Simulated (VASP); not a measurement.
## Rb: single point with LDA

The system is Rb.

```xyz
1
Lattice="-2.5998 2.5998 2.6940 2.5998 -2.5998 2.6940 2.5055 2.5055 -2.6940" Properties=species:S:1:pos:R:3 pbc="T T T"
Rb    0.0000    0.0000    0.0000
```

```
Program             : VASP 6.6.1
Task                : single point
Functional          : LDA
Potentials or basis : VASP PAW LDA potentials, release 64 (Rb_sv)
Cutoff              : 520 eV
k mesh              : 12 × 12 × 12
Occupations         : gaussian, width 0.15 eV
Spin                : no spin polarisation
```

```json
{"Pressure": "0.4 GPa", "Band gap on the k mesh": "zero (an odd number of electrons rules out a gap without spin polarisation)"}
```

Stress tensor (GPa, compression positive):
```
0.44 0.08 0.00
0.08 0.44 0.00
0.00 0.00 0.44
```

Levels at points of the mesh, in eV from the Fermi level:
| k point | band 1 | band 2 | band 3 | band 4 | band 5 | band 6 | band 7 | band 8 |
| --- | --- | --- | --- | --- | --- | --- | --- | --- |
| (0.00, 0.00, 0.00) | -28.69 | -12.75 | -12.74 | -12.74 | -2.35 | 3.60 | 3.81 | 3.99 |
| (0.50, 0.00, 0.00) | -28.67 | -12.98 | -12.81 | -12.74 | 0.09 | 1.04 | 2.65 | 4.58 |
| (0.50, 0.50, 0.00) | -28.68 | -12.97 | -12.81 | -12.75 | 0.11 | 1.08 | 2.33 | 5.06 |
| (0.00, 0.00, 0.50) | -28.67 | -12.99 | -12.84 | -12.76 | 0.23 | 1.31 | 2.31 | 4.81 |
| (0.50, 0.50, 0.50) | -28.66 | -12.92 | -12.91 | -12.88 | 0.96 | 1.13 | 3.61 | 4.17 |

Run time: 3.1 min on 1 thread of Oxide Virtual Turin-like Processor, on a shared host, peak memory 0.27 GiB.
